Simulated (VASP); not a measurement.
# BeTe (F-43m) in VASP: notebook

BeTe is run at these levels: PBE, r2SCAN, PBE0; tasks: single point.

Everything below comes from runs of VASP 6.6.1. Logs are shortened: lines on timing, memory, paths and dates and some standing lists are left out, and cuts for length are marked.

### Step 1. The cell of the first run

Symmetry: F-43m, No. 216, cubic system. Conventional cell: a = 5.657 Å, b = 5.657 Å, c = 5.657 Å, α = 90.00°, β = 90.00°, γ = 90.00°. Within 3.2 Å of Be (site symmetry -43m) lie 4 Te at 2.45 Å. Te (site symmetry -43m) has 4 Be at 2.45 Å within 3.2 Å.

### Step 2. Single point, PBE

Input file INCAR:

```
PREC = Accurate
ENCUT = 520
EDIFF = 1E-6
ISMEAR = 0
SIGMA = 0.01
LREAL = False
LASPH = True
NELM = 80
ALGO = Normal
ISIF = 2
LWAVE = False
LCHARG = False
GGA = PE
NBANDS = 11
```

Input file KPOINTS:

```
Automatic mesh
0
Gamma
  6 6 6
```

Input file POSCAR:

```
BeTe
1.0
    0.0000000000      2.8286236255      2.8286236255
    2.8286236255      0.0000000000      2.8286236255
    2.8286236255      2.8286236255      0.0000000000
Be Te
1 1
Direct
    0.0000000000      0.0000000000      0.0000000000
    0.2500000000      0.2500000000      0.2500000000
```

Potentials or basis: VASP PAW PBE potentials, release 64 (Be, Te).

Launch:

```sh
cat potpaw_PBE.64/Be/POTCAR potpaw_PBE.64/Te/POTCAR > POTCAR
mpirun -np 1 vasp_std > vasp.out
```

OUTCAR:

```text
PREC = Accurate
   ENCUT = 520
   EDIFF = 1E-6
   ISMEAR = 0
   LREAL = False
   LASPH = True
   NELM = 80
   ISIF = 2
   GGA = PE

 ion  position               nearest neighbor table
   1  0.000  0.000  0.000-   2 2.45   2 2.45   2 2.45   2 2.45
   2  0.250  0.250  0.250-   1 2.45   1 2.45   1 2.45   1 2.45

  LATTYP: Found a face centered cubic cell.
 ALAT       =     5.6572472510

  Lattice vectors:

 A1 = (   0.0000000000,   2.8286236255,   2.8286236255)
 A2 = (   2.8286236255,   0.0000000000,   2.8286236255)
 A3 = (   2.8286236255,   2.8286236255,   0.0000000000)

Analysis of symmetry for initial positions (statically):
=====================================================================
 Subroutine PRICEL returns:
 Original cell was already a primitive cell.

 Routine SETGRP: Setting up the symmetry group for a
 face centered cubic supercell.

 Subroutine GETGRP returns: Found 24 space group operations
 (whereof 24 operations were pure point group operations)
 out of a pool of 48 trial point group operations.

The static configuration has the point symmetry T_d .

Analysis of symmetry for dynamics (positions and initial velocities):
=====================================================================
 Subroutine PRICEL returns:
 Original cell was already a primitive cell.

 Routine SETGRP: Setting up the symmetry group for a
 face centered cubic supercell.

 Subroutine GETGRP returns: Found 24 space group operations
 (whereof 24 operations were pure point group operations)
 out of a pool of 48 trial point group operations.

The dynamic configuration has the point symmetry T_d .

 Subroutine INISYM returns: Found 24 space group operations
 (whereof 24 operations are pure point group operations),
 and found     1 'primitive' translations

----------------------------------------------------------------------------------------

                                     Primitive cell

  volume of cell :      45.2643

  direct lattice vectors                    reciprocal lattice vectors
     0.000000000  2.828623626  2.828623626    -0.176764415  0.176764415  0.176764415
     2.828623626  0.000000000  2.828623626     0.176764415 -0.176764415  0.176764415
     2.828623626  2.828623626  0.000000000     0.176764415  0.176764415 -0.176764415

  length of vectors
     4.000277894  4.000277894  4.000277894     0.306164947  0.306164947  0.306164947

  position of ions in fractional coordinates (direct lattice)
     0.000000000  0.000000000  0.000000000
     0.250000000  0.250000000  0.250000000

  ion indices of the primitive-cell ions
   primitive index   ion index
                 1           1
                 2           2

----------------------------------------------------------------------------------------

 KPOINTS: Automatic mesh

Automatic generation of k-mesh.
 Grid dimensions read from file:
 generate k-points for:    6    6    6

 Generating k-lattice:

  Cartesian coordinates                     Fractional coordinates (reciprocal lattice)
    -0.029460736  0.029460736  0.029460736     0.166666667  0.000000000  0.000000000
     0.029460736 -0.029460736  0.029460736     0.000000000  0.166666667  0.000000000
     0.029460736  0.029460736 -0.029460736     0.000000000  0.000000000  0.166666667

  Length of vectors
     0.051027491  0.051027491  0.051027491

  Shift w.r.t. Gamma in fractional coordinates (k-lattice)
     0.000000000  0.000000000  0.000000000

 Subroutine IBZKPT returns following result:
 ===========================================

 Found     16 irreducible k-points:

 Following reciprocal coordinates:
            Coordinates               Weight
  0.000000  0.000000  0.000000      1.000000
  0.166667  0.000000  0.000000      8.000000
  0.333333  0.000000  0.000000      8.000000
  0.500000  0.000000  0.000000      4.000000
  0.166667  0.166667  0.000000      6.000000
  0.333333  0.166667  0.000000     24.000000
[... 8 lines left out ...]
 -0.333333  0.333333  0.166667     24.000000
 -0.333333  0.500000  0.166667     12.000000
   k-points           NKPTS =     16   k-points in BZ     NKDIM =     16   number of bands    NBANDS=     11
   number of dos      NEDOS =    301   number of ions     NIONS =      2
   total plane-waves  NPLWV =  27000
   dimension x,y,z NGX =    30 NGY =   30 NGZ =   30
   dimension x,y,z NGXF=    60 NGYF=   60 NGZF=   60
   ions per type =               1   1
   NGX,Y,Z   is equivalent  to a cutoff of  12.47, 12.47, 12.47 a.u.
   NGXF,Y,Z  is equivalent  to a cutoff of  24.94, 24.94, 24.94 a.u.
 SYSTEM =  unknown system
   PREC   = accura    normal or accurate (medium, high low for compatibility)
   ISTART =      0    job   : 0-new  1-cont  2-samecut
   ICHARG =      2    charge: 1-file 2-atom 10-const
   ISPIN  =      1    spin polarized calculation?
   LNONCOLLINEAR =      F non collinear calculations
   LSORBIT =      F    spin-orbit coupling
   LASPH  =      T    aspherical Exc in radial PAW
   ENCUT  =  520.0 eV  38.22 Ry    6.18 a.u.   7.44  7.44  7.44*2*pi/ulx,y,z
   NELM   =     80;   NELMIN=  2; NELMDL= -5     # of ELM steps
   EDIFF  = 0.1E-05   stopping-criterion for ELM
   LREAL  =      F    real-space projection
   EDIFFG = 0.1E-04   stopping-criterion for IOM
   NSW    =      0    number of steps for IOM
   IBRION =     -1    ionic relax: 0-MD 1-quasi-New 2-CG
   NFREE  =      0    steps in history (QN), initial steepest desc. (CG)
   ISIF   =      2    stress and relaxation
   ISYM   =      2    0-nonsym 1-usesym 2-fastsym
   POTIM  = 0.5000    time-step for ionic-motion
   TEBEG  =    0.0;   TEEND  =   0.0 temperature during run
   PSTRESS=    0.0 pullay stress
   NELECT =       8.0000    total number of electrons
   NUPDOWN=      -1.0000    fix difference up-down
   EMIN   =  10.00;   EMAX   =-10.00  energy-range for DOS
   EFERMI =   0.00;   METHOD = LEGACY
   ISMEAR =     0;   SIGMA  =   0.01  broadening in eV -4-tet -1-fermi 0-gaus
   EFERMI_NEDOS =   21; number of points for ismear=-14 and -15
   IALGO  =     38    algorithm
   IMIX   =      4    mixing-type and parameters
     AMIX     =   0.40;   BMIX     =  1.00
     AMIX_MAG =   1.60;   BMIX_MAG =  1.00
  volume/ion in A,a.u.               =      22.63       152.73
  Fermi-wavevector in a.u.,A,eV,Ry     =   0.918727  1.736142 11.484116  0.844059
  Thomas-Fermi vector in A             =   2.043841
   LORBIT       =      0    0 simple, 1 ext, 2 COOP (PROOUT), +10 PAW based schemes
   GGA     = PE    functional components
   LHFCALC =     F    Hartree Fock is set to
   AEXX    =    0.0000 exact exchange contribution
   IVDW    =     0    specifies the selected vdW correction
   LEPSILON=     F    determine dielectric tensor
   LRPA    =     F    only Hartree local field effects (RPA)
 non-spin polarized calculation
 Gauss-broadening in eV      SIGMA  =   0.01
  energy-cutoff  :      520.00
  volume of cell :       45.26
 maximum number of plane-waves:      1243
 NGX is ok and might be reduce to    30
   NGX = 15   NGY = 15   NGZ = 15

 number of electron       8.0000000 magnetization

 Free energy of the ion-electron system (eV)
  ---------------------------------------------------
  ext. energy  EPLUGINS =         0.00000000
  ---------------------------------------------------
  free energy    TOTEN  =        -7.61857851 eV

  energy without entropy =       -7.61857851  energy(sigma->0) =       -7.61857851

 E-fermi :   5.0677     XC(G=0):  -9.0015

 val. band max:        4.9493290136   @ k =   0.0000   0.0000   0.0000
 cond. band min:       6.9545028751   @ k =   0.5000   0.5000   0.0000
 fundamental gap:      2.0051738615
 Fermi energy:         5.0677467479

 k-point     1 :       0.0000    0.0000    0.0000
  band No.  band energies     occupation
      1      -7.2597      2.00000
      2       4.9493      2.00000
      3       4.9493      2.00000
      4       4.9493      2.00000
      5       8.5687      0.00000
      6       8.5687      0.00000
      7       8.5687      0.00000
      8       8.6728      0.00000
      9      13.2453      0.00000
     10      15.1649      0.00000
     11      15.1649      0.00000

 k-point     2 :       0.1667    0.0000    0.0000
  band No.  band energies     occupation
      1      -7.0061      2.00000
      2       2.9830      2.00000
      3       4.5793      2.00000
      4       4.5793      2.00000
      5       8.3888      0.00000
      6       9.1014      0.00000
      7       9.1014      0.00000
      8      10.6519      0.00000
      9      13.8705      0.00000
     10      14.0264      0.00000
     11      14.0264      0.00000

 k-point     3 :       0.3333    0.0000    0.0000
  band No.  band energies     occupation
      1      -6.3741      2.00000
      2       0.5590      2.00000
      3       4.0481      2.00000
      4       4.0481      2.00000
      5       8.1013      0.00000
      6       9.5634      0.00000
      7       9.5634      0.00000
      8      12.6939      0.00000
      9      14.2460      0.00000
     10      14.5332      0.00000
     11      14.5332      0.00000

 k-point     4 :       0.5000    0.0000    0.0000
  band No.  band energies     occupation
      1      -5.9483      2.00000
      2      -0.5065      2.00000
      3       3.8388      2.00000
      4       3.8388      2.00000
      5       7.9888      0.00000
      6       9.5435      0.00000
      7       9.5435      0.00000
      8      12.7718      0.00000
      9      15.8289      0.00000
     10      16.4013      0.00000
     11      16.4013      0.00000
[... 127 lines left out ...]
 k-point    14 :       0.5000    0.3333    0.1667
  band No.  band energies     occupation
      1      -5.8975      2.00000
      2       0.6154      2.00000
      3       1.9537      2.00000
      4       3.0050      2.00000
      5       8.9015      0.00000
      6       9.9052      0.00000
      7      10.1597      0.00000
      8      12.6029      0.00000
      9      14.9497      0.00000
     10      15.3400      0.00000
     11      17.5553      0.00000

 k-point    15 :      -0.3333    0.3333    0.1667
  band No.  band energies     occupation
      1      -5.5820      2.00000
      2       0.1754      2.00000
      3       1.5235      2.00000
      4       2.5913      2.00000
      5       9.4419      0.00000
      6       9.6313      0.00000
      7      11.8131      0.00000
      8      12.0977      0.00000
      9      13.6080      0.00000
     10      16.7704      0.00000
     11      17.4526      0.00000

 k-point    16 :      -0.3333    0.5000    0.1667
  band No.  band energies     occupation
      1      -5.4452      2.00000
      2       0.2316      2.00000
      3       1.6276      2.00000
      4       1.9257      2.00000
      5       8.6684      0.00000
      6       9.2209      0.00000
      7      12.2403      0.00000
      8      12.5101      0.00000
      9      15.8016      0.00000
     10      16.6272      0.00000
     11      17.7270      0.00000

------------------------ aborting loop because EDIFF is reached ----------------------------------------

  FORCE on cell =-STRESS in cart. coord.  units (eV):
  Direction    XX          YY          ZZ          XY          YZ          ZX
  --------------------------------------------------------------------------------------
  -------------------------------------------------------------------------------------
  Total        0.1062636      0.1062636      0.1062636      0.0000000      0.0000000      0.0000000
  in kB        3.7613147      3.7613147      3.7613147      0.0000000      0.0000000      0.0000000
  external PRESSURE =       3.7613147 kB  Pullay stress =       0.0000000 kB

 VOLUME and BASIS-vectors are now :
 -----------------------------------------------------------------------------
  energy-cutoff  :      520.00
  volume of cell :       45.26
      direct lattice vectors                 reciprocal lattice vectors
     0.000000000  2.828623626  2.828623626    -0.176764415  0.176764415  0.176764415
     2.828623626  0.000000000  2.828623626     0.176764415 -0.176764415  0.176764415
     2.828623626  2.828623626  0.000000000     0.176764415  0.176764415 -0.176764415

 POSITION                                       TOTAL-FORCE (eV/Angst)
 -----------------------------------------------------------------------------------
      0.00000      0.00000      0.00000        -0.000000     -0.000000      0.000000
      1.41431      1.41431      1.41431         0.000000      0.000000     -0.000000
 -----------------------------------------------------------------------------------
    total drift:                                0.000000      0.000000      0.000000

  FREE ENERGIE OF THE ION-ELECTRON SYSTEM (eV)
  ---------------------------------------------------
  free  energy   TOTEN  =        -7.6185785055 eV

  energy  without entropy=       -7.6185785055  energy(sigma->0) =       -7.61857851
```

Wall time 14 s (1 thread of AMD EPYC 7R13, shared host); peak memory 0.14 GiB.

What came out:

- Free energy: -7.6186 eV
- Pressure: 0.4 GPa
- Band gap on the k mesh: 2.01 eV (least direct gap 3.62 eV)

Levels at points of the mesh, in eV from the valence-band top:
| k point | band 1 | band 2 | band 3 | band 4 | band 5 | band 6 | band 7 | band 8 | band 9 |
| --- | --- | --- | --- | --- | --- | --- | --- | --- | --- |
| (0.00, 0.00, 0.00) | -12.21 | 0.00 | 0.00 | 0.00 | 3.62 | 3.62 | 3.62 | 3.72 | 8.30 |
| (0.50, 0.00, 0.00) | -10.90 | -5.46 | -1.11 | -1.11 | 3.04 | 4.59 | 4.59 | 7.82 | 10.88 |
| (0.50, 0.50, 0.00) | -10.42 | -5.04 | -2.60 | -2.60 | 2.01 | 2.68 | 9.62 | 9.62 | 11.47 |

Caveat: spin-orbit coupling is left out, which moves the levels of the heavy elements. A k mesh can miss the band edges.

### Step 3. Single point, PBE

Input file INCAR:

```
SYSTEM = BeTe
  PREC = Accurate
  ENCUT = 520
  EDIFF = 1E-6
  ISMEAR = 0
  SIGMA = 0.01
  LREAL = .False.
  LASPH = .True.
  NELM = 80
  ALGO = Normal
  ISIF = 2
  LWAVE = .False.
  LCHARG = .False.
  GGA = PE
  NBANDS = 11
```

Input file KPOINTS:

```
regular mesh
0
Gamma
  6 6 6
  0 0 0
```

POSCAR is that of step 2.

Potentials or basis: VASP PAW PBE potentials, release 64 (Be, Te).

Launch:

```sh
cat potpaw_PBE.64/Be/POTCAR potpaw_PBE.64/Te/POTCAR > POTCAR
mpirun -np 1 vasp_std > vasp.out
```

Wall time 14 s (1 thread of AMD EPYC 7R13, shared host); peak memory 0.14 GiB.

It converged, with:

```yaml
Free_energy: -7.6186 eV
Pressure: 0.4 GPa
Band_gap_on_the_k_mesh: 2.01 eV (least direct gap 3.62 eV)
```

Levels at points of the mesh, in eV from the valence-band top:
```tsv
k point	band 1	band 2	band 3	band 4	band 5	band 6	band 7	band 8	band 9
(0.00, 0.00, 0.00)	-12.21	0.00	0.00	0.00	3.62	3.62	3.62	3.72	8.30
(0.50, 0.00, 0.00)	-10.90	-5.46	-1.11	-1.11	3.04	4.59	4.59	7.82	10.88
(0.50, 0.50, 0.00)	-10.42	-5.04	-2.60	-2.60	2.01	2.68	9.62	9.62	11.47
```

Caveat: spin-orbit coupling is left out, which moves the levels of the heavy elements. A k mesh can miss the band edges.

### Step 4. Single point, PBE

Input file INCAR:

```
SYSTEM = BeTe
  ALGO = Normal
  EDIFF = 1E-7
  ENCUT = 520
  GGA = PE
  ISIF = 2
  ISMEAR = 0
  LASPH = .TRUE.
  LCHARG = .FALSE.
  LREAL = .FALSE.
  LWAVE = .FALSE.
  NBANDS = 11
  NELM = 60
  PREC = Accurate
  SIGMA = 0.01
```

Input file KPOINTS:

```
k-points
0
G
  8 8 8
  0 0 0
```

POSCAR is that of step 3.

Launch:

```sh
cat potpaw_PBE.64/Be/POTCAR potpaw_PBE.64/Te/POTCAR > POTCAR
mpirun -np 1 vasp_std > vasp.out
```

Run time: 19 s. Hardware: 1 thread of AMD EPYC 7R13, shared host; peak memory 0.14 GiB.

Results (log left out):

```yaml
Free_energy: -7.6242 eV
Pressure: 0.3 GPa
Band_gap_on_the_k_mesh: 2.01 eV (least direct gap 3.62 eV)
```

Levels at points of the mesh, in eV from the valence-band top:
```tsv
k point	band 1	band 2	band 3	band 4	band 5	band 6	band 7	band 8
(0.00, 0.00, 0.00)	-12.21	0.00	0.00	0.00	3.62	3.62	3.62	3.72
(0.50, 0.00, 0.00)	-10.90	-5.46	-1.11	-1.11	3.04	4.60	4.60	7.82
(0.50, 0.50, 0.00)	-10.42	-5.04	-2.59	-2.59	2.01	2.68	9.62	9.62
```

Caveat: spin-orbit coupling is left out, which moves the levels of the heavy elements.

### Step 5. Single point, r2SCAN

POSCAR is that of step 4.

Input file INCAR.step1:

```
SYSTEM = BeTe
PREC = Accurate
ENCUT = 520
ISMEAR = 0
SIGMA = 0.01
LREAL = .FALSE.
LASPH = .TRUE.
NELM = 100
NBANDS = 11
GGA = PE
ALGO = Normal
EDIFF = 1E-4
LWAVE = .TRUE.
LCHARG = .FALSE.
```

Input file INCAR.step2:

```
SYSTEM = BeTe
PREC = Accurate
ENCUT = 520
EDIFF = 1E-7
ISMEAR = 0
SIGMA = 0.01
LREAL = .FALSE.
LASPH = .TRUE.
NELM = 100
ALGO = Normal
ISIF = 2
LWAVE = .FALSE.
LCHARG = .FALSE.
METAGGA = R2SCAN
LMIXTAU = .TRUE.
NBANDS = 11
ISTART = 1
```

Input file KPOINTS:

```
regular mesh
0
G
  6 6 6
  0 0 0
```

Launch:

```sh
cat potpaw_PBE.64/Be/POTCAR potpaw_PBE.64/Te/POTCAR > POTCAR
cp INCAR.step1 INCAR
mpirun -np 1 vasp_std > vasp.out
cp INCAR.step2 INCAR
mpirun -np 1 vasp_std > vasp.out
```

Wall time 55 s (1 thread of AMD EPYC 7R13, shared host); peak memory 0.14 GiB.

Results (log left out):

```yaml
Free_energy: -30.6799 eV
Pressure: 0.2 GPa
Band_gap_on_the_k_mesh: 2.37 eV (least direct gap 4.03 eV)
```

Levels at points of the mesh, in eV from the valence-band top:
| k point | band 1 | band 2 | band 3 | band 4 | band 5 | band 6 | band 7 | band 8 | band 9 |
| --- | --- | --- | --- | --- | --- | --- | --- | --- | --- |
| (0.00, 0.00, 0.00) | -12.69 | 0.00 | 0.00 | 0.00 | 4.03 | 4.03 | 4.03 | 4.40 | 9.01 |
| (0.50, 0.00, 0.00) | -11.29 | -5.68 | -1.15 | -1.15 | 3.51 | 5.02 | 5.02 | 8.47 | 11.71 |
| (0.50, 0.50, 0.00) | -10.77 | -5.27 | -2.69 | -2.69 | 2.37 | 3.01 | 10.48 | 10.48 | 12.44 |

Caveat: the PAW data sets were made with another functional, which shifts forces and pressure a little; spin-orbit coupling is left out, which moves the levels of the heavy elements.

### Step 6. Single point, PBE0

POSCAR is that of step 5.

Input file INCAR.step1:

```
SYSTEM = BeTe
PREC = Accurate ; ENCUT = 520
EDIFF = 1E-5 ; ISMEAR = 0
SIGMA = 0.01 ; LREAL = .False.
LASPH = .True. ; NELM = 80
ALGO = Normal ; ISIF = 2
LWAVE = .True. ; LCHARG = .False.
GGA = PE ; NBANDS = 11
```

Input file INCAR.step2:

```
SYSTEM = BeTe
PREC = Accurate ; ENCUT = 520
EDIFF = 1E-7 ; ISMEAR = 0
SIGMA = 0.01 ; LREAL = .False.
LASPH = .True. ; NELM = 80
ALGO = Normal ; ISIF = 2
LWAVE = .False. ; LCHARG = .False.
GGA = PE ; LHFCALC = .True.
AEXX = 0.25 ; PRECFOCK = Normal
ISTART = 1 ; NBANDS = 11
```

Input file KPOINTS:

```
regular mesh
0
Gamma
  6 6 6
  0 0 0
```

Potentials or basis: VASP PAW PBE potentials, release 64 (Be, Te).

Launch:

```sh
cat potpaw_PBE.64/Be/POTCAR potpaw_PBE.64/Te/POTCAR > POTCAR
cp INCAR.step1 INCAR
mpirun -np 1 vasp_std > vasp.out
cp INCAR.step2 INCAR
mpirun -np 1 vasp_std > vasp.out
```

Run time: 32 min. Hardware: 1 thread of AMD EPYC 7R13, shared host; peak memory 0.17 GiB.

It converged, with:

- Free energy: -9.3389 eV
- Pressure: -1.0 GPa
- Band gap on the k mesh: 3.34 eV (least direct gap 5.17 eV)

Levels at points of the mesh, in eV from the valence-band top:
```
           k point  band 1  band 2  band 3  band 4  band 5  band 6  band 7  band 8
(0.00, 0.00, 0.00)  -13.44    0.00    0.00    0.00    5.17    5.17    5.17    5.17
(0.50, 0.00, 0.00)  -11.95   -6.10   -1.22   -1.22    4.48    6.18    6.18    9.54
(0.50, 0.50, 0.00)  -11.41   -5.67   -2.87   -2.87    3.34    4.08   11.73   11.73
```

Caveat: the PAW data sets were made with another functional, which shifts forces and pressure a little; spin-orbit coupling is left out, which moves the levels of the heavy elements. A k mesh can miss the band edges.

### Step 7. Overview

```tsv
level	k mesh	grid for exact exchange (PRECFOCK)	share of exact exchange	gap on the mesh (eV)	pressure (GPa)
PBE	6 × 6 × 6	-	-	2.01	0.4
PBE	8 × 8 × 8	-	-	2.01	0.3
r2SCAN	6 × 6 × 6	-	-	2.37	0.2
PBE0	6 × 6 × 6	Normal	0.25	3.34	-1.0
```

Alike in all rows: task single point; potentials or basis VASP PAW PBE potentials, release 64 (Be, Te); no spin polarisation; cell as given; cutoff (eV) 520; smearing gaussian 0.01 eV.

On the cell as given the gap runs from 2.01 eV (PBE) to 3.34 eV (PBE0); the meshes differ, which moves gaps too. The pressure there spans -1.0 GPa (PBE0) to 0.4 GPa (PBE); a positive pressure means that this level wants a larger cell, a negative one a smaller.

Caveats: spin-orbit coupling is left out, which moves the levels of the heavy elements; the PAW data sets were made with another functional, which shifts forces and pressure a little (at least some runs).

Absolute energies hang on the potentials; compare differences alone.
